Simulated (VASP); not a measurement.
Here is a VASP 6.6.1 calculation.

File INCAR:

```
ALGO     = Normal         # electronic algorithm
EDIFF    = 1E-7           # SCF threshold, eV
ENCUT    = 520            # plane-wave cutoff, eV
GGA      = PS             # functional
ISIF     = 2              # what is computed and relaxed
ISMEAR   = -1             # smearing method
LASPH    = True           # aspherical terms in the spheres
LCHARG   = False          # write CHGCAR
LREAL    = False          # projectors in reciprocal space
LWAVE    = False          # write WAVECAR
NBANDS   = 26             # bands
NELM     = 80             # most SCF steps
PREC     = Accurate       # precision mode
SIGMA    = 0.1            # smearing width, eV
```

The input KPOINTS:

```
k-points
0
Gamma
  6 4 6
```

POSCAR

```
CdS
1.0
    3.8984360000      0.0000000000      0.0000000000
    0.0000000000      5.5114920000      0.0000000000
    0.0000000000      0.0000000000      3.8981040000
Cd S
2 2
Direct
    0.5000000000      0.5000000000      0.2430260000
    0.0000000000      0.0000000000      0.7569740000
    0.5000000000      0.0000000000      0.2551630000
    0.0000000000      0.5000000000      0.7448370000
```

Potentials or basis: VASP PAW PBE potentials, release 64 (Cd, S).

Run with:

```console
$ cat potpaw_PBE.64/Cd/POTCAR potpaw_PBE.64/S/POTCAR > POTCAR
$ mpirun -np 1 vasp_std > vasp.out
```

**Question.** Estimate the pressure.

**Answer.** -4.2 GPa.

**Question.** Predict the largest force.

**Answer.** 0.030 eV/Å.

Forces on the atoms (eV/Å):
```
Cd   0.000  0.000  0.020
Cd   0.000  0.000 -0.020
S    0.000  0.000 -0.030
S    0.000  0.000  0.030
```

Caveat: the cell stands under tension; the PAW data sets were made with another functional, which shifts forces and pressure a little.
